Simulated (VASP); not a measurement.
# Si (Fm-3m) in VASP: relaxation of cell and atoms with r2SCAN

Aim: the relaxation of cell and atoms of Si with r2SCAN.

Everything below comes from runs of VASP 6.6.1. Logs are shortened: lines on timing, memory, paths and dates and some standing lists are left out, and cuts for length are marked.

## Step 1: The cell of the first run

It takes space group Fm-3m (No. 225, cubic). Conventional cell: a = 3.765 Å, b = 3.765 Å, c = 3.765 Å, α = 90.00°, β = 90.00°, γ = 90.00°. Within 3.5 Å of Si (site symmetry m-3m) lie 12 Si at 2.66 Å.

This isn't the form of Si at room conditions, which is diamond.

## Step 2: Relaxation of cell and atoms, r2SCAN

POSCAR

```
Si
1.0
    0.0000000000      1.8824180310      1.8824180310
    1.8824180310      0.0000000000      1.8824180310
    1.8824180310      1.8824180310      0.0000000000
Si
1
Direct
    0.0000000000      0.0000000000      0.0000000000
```

INCAR.step1

```
SYSTEM = Si
PREC = Accurate
ENCUT = 600
ISMEAR = 0
SIGMA = 0.1
LREAL = .FALSE.
LASPH = .TRUE.
NELM = 60
GGA = PE
ALGO = Normal
EDIFF = 1E-4
LWAVE = .TRUE.
LCHARG = .FALSE.
```

INCAR.step2

```
SYSTEM = Si
PREC = Accurate
ENCUT = 600
EDIFF = 1E-6
ISMEAR = 0
SIGMA = 0.1
LREAL = .FALSE.
LASPH = .TRUE.
NELM = 60
ALGO = Normal
ISIF = 3
LWAVE = .FALSE.
LCHARG = .FALSE.
METAGGA = R2SCAN
LMIXTAU = .TRUE.
IBRION = 2
NSW = 100
EDIFFG = -0.01
ISTART = 1
```

KPOINTS

```
regular mesh
0
G
  26 26 26
  0 0 0
```

Potentials or basis: VASP PAW PBE potentials, release 64 (Si).

Launch:

```console
$ cat potpaw_PBE.64/Si/POTCAR > POTCAR
$ cp INCAR.step1 INCAR
$ mpirun -np 1 vasp_std > vasp.out
$ cp INCAR.step2 INCAR
$ mpirun -np 1 vasp_std > vasp.out
```

OUTCAR:

```text
SYSTEM = Si
   PREC = Accurate
   ENCUT = 600
   EDIFF = 1E-6
   ISMEAR = 0
   LREAL = .FALSE.
   LASPH = .TRUE.
   NELM = 60
   ISIF = 3
   METAGGA = R2SCAN
   IBRION = 2
   NSW = 100
   EDIFFG = -0.01
   ISTART = 1

 ion  position               nearest neighbor table
   1  0.000  0.000  0.000-

  LATTYP: Found a face centered cubic cell.
 ALAT       =     3.7648360620

  Lattice vectors:

 A1 = (   0.0000000000,   1.8824180310,   1.8824180310)
 A2 = (   1.8824180310,   0.0000000000,   1.8824180310)
 A3 = (   1.8824180310,   1.8824180310,   0.0000000000)

Analysis of symmetry for initial positions (statically):
=====================================================================
 Subroutine PRICEL returns:
 Original cell was already a primitive cell.

 Routine SETGRP: Setting up the symmetry group for a
 face centered cubic supercell.

 Subroutine GETGRP returns: Found 48 space group operations
 (whereof 48 operations were pure point group operations)
 out of a pool of 48 trial point group operations.

The static configuration has the point symmetry O_h .

Analysis of symmetry for dynamics (positions and initial velocities):
=====================================================================
 Subroutine PRICEL returns:
 Original cell was already a primitive cell.

 Routine SETGRP: Setting up the symmetry group for a
 face centered cubic supercell.

 Subroutine GETGRP returns: Found 48 space group operations
 (whereof 48 operations were pure point group operations)
 out of a pool of 48 trial point group operations.

The dynamic configuration has the point symmetry O_h .

 Subroutine INISYM returns: Found 48 space group operations
 (whereof 48 operations are pure point group operations),
 and found     1 'primitive' translations

----------------------------------------------------------------------------------------

                                     Primitive cell

  volume of cell :      13.3407

  direct lattice vectors                    reciprocal lattice vectors
     0.000000000  1.882418031  1.882418031    -0.265615815  0.265615815  0.265615815
     1.882418031  0.000000000  1.882418031     0.265615815 -0.265615815  0.265615815
     1.882418031  1.882418031  0.000000000     0.265615815  0.265615815 -0.265615815

  length of vectors
     2.662141109  2.662141109  2.662141109     0.460060087  0.460060087  0.460060087

  position of ions in fractional coordinates (direct lattice)
     0.000000000  0.000000000  0.000000000

  ion indices of the primitive-cell ions
   primitive index   ion index
                 1           1

----------------------------------------------------------------------------------------

 KPOINTS: regular mesh

Automatic generation of k-mesh.
 Grid dimensions read from file:
 generate k-points for:   26   26   26

 Generating k-lattice:

  Cartesian coordinates                     Fractional coordinates (reciprocal lattice)
    -0.010215993  0.010215993  0.010215993     0.038461538  0.000000000  0.000000000
     0.010215993 -0.010215993  0.010215993     0.000000000  0.038461538  0.000000000
     0.010215993  0.010215993 -0.010215993     0.000000000  0.000000000  0.038461538

  Length of vectors
     0.017694619  0.017694619  0.017694619

  Shift w.r.t. Gamma in fractional coordinates (k-lattice)
     0.000000000  0.000000000  0.000000000

 Subroutine IBZKPT returns following result:
 ===========================================

 Found    511 irreducible k-points:

 Following reciprocal coordinates:
            Coordinates               Weight
  0.000000  0.000000  0.000000      1.000000
  0.038462  0.000000  0.000000      8.000000
  0.076923  0.000000  0.000000      8.000000
  0.115385  0.000000  0.000000      8.000000
  0.153846  0.000000  0.000000      8.000000
  0.192308  0.000000  0.000000      8.000000
[... 16 lines left out ...]
  0.346154  0.038462  0.000000     24.000000
  0.384615  0.038462  0.000000     24.000000
 [... further k-points ...]
   k-points           NKPTS =    511   k-points in BZ     NKDIM =    511   number of bands    NBANDS=      6
   number of dos      NEDOS =    301   number of ions     NIONS =      1
   total plane-waves  NPLWV =  13824
   dimension x,y,z NGX =    24 NGY =   24 NGZ =   24
   dimension x,y,z NGXF=    48 NGYF=   48 NGZF=   48
   ions per type =               1
   NGX,Y,Z   is equivalent  to a cutoff of  14.99, 14.99, 14.99 a.u.
   NGXF,Y,Z  is equivalent  to a cutoff of  29.98, 29.98, 29.98 a.u.
 SYSTEM =  Si
   PREC   = accura    normal or accurate (medium, high low for compatibility)
   ISTART =      1    job   : 0-new  1-cont  2-samecut
   ICHARG =      0    charge: 1-file 2-atom 10-const
   ISPIN  =      1    spin polarized calculation?
   LNONCOLLINEAR =      F non collinear calculations
   LSORBIT =      F    spin-orbit coupling
   LASPH  =      T    aspherical Exc in radial PAW
   ENCUT  =  600.0 eV  44.10 Ry    6.64 a.u.   5.32  5.32  5.32*2*pi/ulx,y,z
   NELM   =     60;   NELMIN=  2; NELMDL=  0     # of ELM steps
   EDIFF  = 0.1E-05   stopping-criterion for ELM
   LREAL  =      F    real-space projection
   EDIFFG = -.1E-01   stopping-criterion for IOM
   NSW    =    100    number of steps for IOM
   IBRION =      2    ionic relax: 0-MD 1-quasi-New 2-CG
   NFREE  =      1    steps in history (QN), initial steepest desc. (CG)
   ISIF   =      3    stress and relaxation
   ISYM   =      2    0-nonsym 1-usesym 2-fastsym
   POTIM  = 0.5000    time-step for ionic-motion
   TEBEG  =    0.0;   TEEND  =   0.0 temperature during run
   PSTRESS=    0.0 pullay stress
   NELECT =       4.0000    total number of electrons
   NUPDOWN=      -1.0000    fix difference up-down
   EMIN   =  10.00;   EMAX   =-10.00  energy-range for DOS
   EFERMI =   0.00;   METHOD = LEGACY
   ISMEAR =     0;   SIGMA  =   0.10  broadening in eV -4-tet -1-fermi 0-gaus
   EFERMI_NEDOS =   21; number of points for ismear=-14 and -15
   IALGO  =     38    algorithm
   IMIX   =      4    mixing-type and parameters
     AMIX     =   0.40;   BMIX     =  1.00
     AMIX_MAG =   1.60;   BMIX_MAG =  1.00
  volume/ion in A,a.u.               =      13.34        90.03
  Fermi-wavevector in a.u.,A,eV,Ry     =   1.095726  2.070622 16.335374  1.200616
  Thomas-Fermi vector in A             =   2.232055
   LORBIT       =      0    0 simple, 1 ext, 2 COOP (PROOUT), +10 PAW based schemes
   METAGGA = R2SCAN    functional components
   LHFCALC =     F    Hartree Fock is set to
   AEXX    =    0.0000 exact exchange contribution
   IVDW    =     0    specifies the selected vdW correction
   LEPSILON=     F    determine dielectric tensor
   LRPA    =     F    only Hartree local field effects (RPA)
 conjugate gradient relaxation of ions
 non-spin polarized calculation
 Gauss-broadening in eV      SIGMA  =   0.10
  energy-cutoff  :      600.00
  volume of cell :       13.34
 maximum number of plane-waves:       459
 NGX is ok and might be reduce to    24
   NGX = 11   NGY = 11   NGZ = 11

--------------------------------------- Ionic step        1  -------------------------------------------

 number of electron       4.0000000 magnetization

 Free energy of the ion-electron system (eV)
  ---------------------------------------------------
  ext. energy  EPLUGINS =         0.00000000
  ---------------------------------------------------
  free energy    TOTEN  =        -8.02447945 eV

  energy without entropy =       -8.02200046  energy(sigma->0) =       -8.02323995

------------------------ aborting loop because EDIFF is reached ----------------------------------------

  FORCE on cell =-STRESS in cart. coord.  units (eV):
  Direction    XX          YY          ZZ          XY          YZ          ZX
  --------------------------------------------------------------------------------------
  -------------------------------------------------------------------------------------
  Total        0.2636584      0.2636584      0.2636584      0.0000000      0.0000000      0.0000000
  in kB       31.6645969     31.6645969     31.6645969      0.0000000      0.0000000      0.0000000
  external PRESSURE =      31.6645969 kB  Pullay stress =       0.0000000 kB
[... 55 lines left out ...]
  energy  without entropy=       -8.0268791774  energy(sigma->0) =       -8.02800048

--------------------------------------- Ionic step        3  -------------------------------------------

 number of electron       4.0000000 magnetization

 Free energy of the ion-electron system (eV)
  ---------------------------------------------------
  ext. energy  EPLUGINS =         0.00000000
  ---------------------------------------------------
  free energy    TOTEN  =        -8.02913645 eV

  energy without entropy =       -8.02686865  energy(sigma->0) =       -8.02800255

 E-fermi :  10.9180     XC(G=0): -12.1865

 val. band max:       10.9130098176   @ k =  -0.2692   0.0385   0.0000
 cond. band min:      10.9320917104   @ k =   0.4615   0.3846   0.0769
 fundamental gap:      0.0190818928
 Fermi energy:        10.9179598963

 k-point     1 :       0.0000    0.0000    0.0000
  band No.  band energies     occupation
      1      -4.9979      2.00000
      2      23.4260      0.00000
      3      23.4260      0.00000
      4      23.4260      0.00000
      5      23.6572      0.00000
      6      23.6572      0.00000

 k-point     2 :       0.0385    0.0000    0.0000
  band No.  band energies     occupation
      1      -4.9507      2.00000
      2      22.0081      0.00000
      3      22.8826      0.00000
      4      22.8826      0.00000
      5      24.2632      0.00000
      6      24.2632      0.00000
[... 190 lines left out ...]
 k-point    24 :       0.3846    0.0385    0.0000
  band No.  band energies     occupation
      1      -0.5830      2.00000
      2       7.3113      2.00000
      3      19.5984      0.00000
      4      20.5854      0.00000
      5      22.5539      0.00000
      6      24.2711      0.00000

 [... further k-points ...]

------------------------ aborting loop because EDIFF is reached ----------------------------------------

  FORCE on cell =-STRESS in cart. coord.  units (eV):
  Direction    XX          YY          ZZ          XY          YZ          ZX
  --------------------------------------------------------------------------------------
  -------------------------------------------------------------------------------------
  Total        0.0076366      0.0076366      0.0076366     -0.0000000      0.0000000      0.0000000
  in kB        0.8854733      0.8854733      0.8854733     -0.0000000      0.0000000      0.0000000
  external PRESSURE =       0.8854733 kB  Pullay stress =       0.0000000 kB
[... 16 lines left out ...]
  FREE ENERGIE OF THE ION-ELECTRON SYSTEM (eV)
  ---------------------------------------------------
  free  energy   TOTEN  =        -8.0291364471 eV

  energy  without entropy=       -8.0268686471  energy(sigma->0) =       -8.02800255

 reached required accuracy - stopping structural energy minimisation
```

It took 4.2 min on 1 thread of AMD EPYC 9R45 (Zen 5), shared host; peak memory 0.15 GiB.

Results:

```
Free energy                           : -8.0291 eV
Relaxed volume                        : 13.82 Å³/atom
Relaxed cell                          : a = 2.693 Å, b = 2.693 Å, c = 2.693 Å, α = 60.00°, β = 60.00°, γ = 60.00°
Space group after relaxing (to 0.1 Å) : Fm-3m (No. 225)
Energy gained by relaxing             : 4.7 meV/atom
Ionic steps                           : 3
Pressure after relaxing               : 0.1 GPa
Band gap on the k mesh                : zero (bands 2 and 3 overlap by 15.99 eV)
```

Step by step:
| step | energy change (eV) | largest force (eV/Å) | pressure (GPa) | volume (Å³) |
| --- | --- | --- | --- | --- |
| 1 | 0.0000 | 0.0000 | 3.17 | 13.34 |
| 2 | -0.0046 | 0.0000 | -0.24 | 13.86 |
| 3 | -0.0047 | 0.0000 | 0.09 | 13.82 |

Final structure:
```yaml
crystal:
  lattice:
    - [0.00000, 1.90459, 1.90459]
    - [1.90459, 0.00000, 1.90459]
    - [1.90459, 1.90459, 0.00000]
  atoms:
    - { symbol: Si, position: [0.00000, 0.00000, 0.00000] }
```

Levels at points of the mesh, in eV from the Fermi level:
```csv
k point,band 1,band 2,band 3,band 4,band 5
"(0.00, 0.00, 0.00)",-15.92,12.51,12.51,12.51,12.74
"(0.50, 0.00, 0.00)",-8.24,-7.89,9.59,9.59,11.51
"(0.50, 0.50, 0.00)",-6.12,-4.77,3.46,3.46,4.38
```

Caveat: the PAW data sets were made with another functional, which shifts forces and pressure a little.
